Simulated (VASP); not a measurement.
A run of VASP 6.6.1 is set up as follows.

Contents of INCAR:

```
SYSTEM = HfO2
ALGO = Normal
EDIFF = 1E-6
ENCUT = 520
GGA = PE
ISIF = 2
ISMEAR = 0
LASPH = .True.
LCHARG = .True.
LELF = .True.
LREAL = .False.
LVHAR = .True.
LWAVE = .False.
NBANDS = 31
NELM = 60
PREC = Accurate
SIGMA = 0.05
```

The input KPOINTS:

```
k-points
0
Gamma
  6 6 4
  0 0 0
```

The input POSCAR:

```
HfO2
1.0
    3.5141971928      0.0000000000      0.0000000000
    0.0000000000      3.5141971928      0.0000000000
    0.0000000000      0.0000000000      5.1323679760
Hf O
2 4
Direct
    0.5000000000      0.5000000000      0.5000000000
    0.0000000000      0.0000000000      0.0000000000
    0.0000000000      0.5000000000      0.6932521152
    0.5000000000      0.0000000000      0.8067478848
    0.5000000000      0.0000000000      0.3067478848
    0.0000000000      0.5000000000      0.1932521152
```

Potentials or basis: VASP PAW PBE potentials, release 64 (Hf_pv, O).

Launch:

```console
$ cat potpaw_PBE.64/Hf_pv/POTCAR potpaw_PBE.64/O/POTCAR > POTCAR
$ mpirun -np 1 vasp_std > vasp.out
```

Problem. What does it give for the largest force?

Solution. 0.431 eV/Å.

Problem. Predict the band gap on the k mesh.

Solution. 4.93 eV (least direct gap 5.02 eV).

Forces on the atoms (eV/Å):
```
Hf   0.000  0.000  0.000
Hf   0.000  0.000  0.000
O    0.000  0.000  0.431
O    0.000  0.000 -0.431
O    0.000  0.000 -0.431
O    0.000  0.000  0.431
```

Caveat: the cell differs from its parent crystal (strain -0.025 along x and y, -0.025 along z); spin-orbit coupling is left out, which moves the levels of the heavy elements. A k mesh can miss the band edges.
